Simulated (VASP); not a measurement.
Runs of VASP 6.6.1 on PtC (zincblende type). The structure is that of space group F-43m (No. 216), or close to it. The cells are those of the table. 

| task | cell | cutoff (eV) | gap on the mesh (eV) | pressure (GPa) |
| --- | --- | --- | --- | --- |
| electric field gradients | a = 3.328, b = 3.328, c = 3.353 Å, angles 59.8, 59.8, 60.5°, 2 atoms | 520 | none | 0.1 |
| electric field gradients | a = 3.312 Å, angles 61.0°, 2 atoms | 520 | none | 0.3 |
| single point | a = 3.337 Å, angles 60.0°, 2 atoms | 520 | none | (a) |
| relaxation of cell and atoms | relaxed from a = 3.354 Å, angles 60.0°, 2 atoms | 600 | none | 0.0 |

Alike in all rows: level PBE; potentials or basis VASP PAW PBE potentials, release 64 (Pt, C); no spin polarisation; k mesh 13 × 13 × 13; smearing fermi-dirac 0.08 eV.

Problem. Fill in the values left out.

Solution. (a) 0.2.

Caveats: spin-orbit coupling is left out, which moves the levels of the heavy elements.

A k mesh can miss the band edges, and the runs leave out spin-orbit coupling on Pt.

A gap of «none» marks levels without a gap at the run's occupations.
